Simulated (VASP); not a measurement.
Set up this calculation in VASP 6.6.1, as the native input.

| Item | Value |
| --- | --- |
| Task | single point |
| Functional | RPBE |
| Potentials or basis | VASP PAW PBE potentials, release 64 (Co, B, In_d) |
| Cutoff | 520 eV |
| k mesh | 6 × 6 × 6 |
| Occupations | gaussian, width 0.0536 eV |
| Spin | no spin polarisation |
| Dipole correction | no |
| Further INCAR settings | ALGO = Normal; EDIFF = 1e-06; NBANDS = 42 |

The structure of InCoB3 lies in POSCAR:

```
InCoB3
1.0
    3.3244960000      0.0000000000      0.0000000000
    1.6622480000     -9.5962020000      0.0000000000
    0.0000000000      0.0000000000     -3.2588810000
Co B In
2 6 2
Direct
    0.2050000000      0.5900000000      0.7500000000
    0.7950000000      0.4100000000      0.2500000000
    0.6530000000      0.6940000000      0.7500000000
    0.3470000000      0.3060000000      0.2500000000
    0.3260000000      0.3480000000      0.7500000000
    0.6740000000      0.6520000000      0.2500000000
    0.5250000000      0.9500000000      0.7500000000
    0.4750000000      0.0500000000      0.2500000000
    0.9280000000      0.1440000000      0.7500000000
    0.0720000000      0.8560000000      0.2500000000
```

One way to write it, as run:

INCAR

```
SYSTEM = InCoB3
ALGO     = Normal         ! electronic algorithm
EDIFF    = 1E-6           ! SCF threshold, eV
ENCUT    = 520            ! plane-wave cutoff, eV
GGA      = RP             ! functional
ISIF     = 2              ! what is computed and relaxed
ISMEAR   = 0              ! smearing method
LASPH    = .TRUE.         ! aspherical terms in the spheres
LCHARG   = .TRUE.         ! write CHGCAR
LELF     = .TRUE.         ! ELF
LREAL    = .FALSE.        ! projectors in reciprocal space
LVHAR    = .TRUE.       
LWAVE    = .FALSE.        ! write WAVECAR
NBANDS   = 42             ! bands
NELM     = 60             ! most SCF steps
PREC     = Accurate       ! precision mode
SIGMA    = 0.0536         ! smearing width, eV
```

KPOINTS

```
k-points
0
G
  6 6 6
  0 0 0
```

Potentials or basis: VASP PAW PBE potentials, release 64 (Co, B, In_d).

Launch:

```sh
$ cat potpaw_PBE.64/Co/POTCAR potpaw_PBE.64/B/POTCAR potpaw_PBE.64/In_d/POTCAR > POTCAR
$ mpirun -np 1 vasp_std > vasp.out
```

It gave:

```yaml
Pressure: 5.8 GPa
Largest_force: 2.039 eV/Å
Band_gap_on_the_k_mesh: zero (bands 31 and 32 overlap by 1.37 eV)
```

Caveat: the stress differs along the axes, from -10 to 19 GPa; the PAW data sets were made with another functional, which shifts forces and pressure a little; spin-orbit coupling is left out, which moves the levels of the heavy elements; the run has no spin polarisation, though such a crystal can be magnetic.

It took 3.4 min on 1 thread of AMD EPYC 9R45 96-Core Processor (Zen 5) (shared host), peak memory 0.31 GiB.
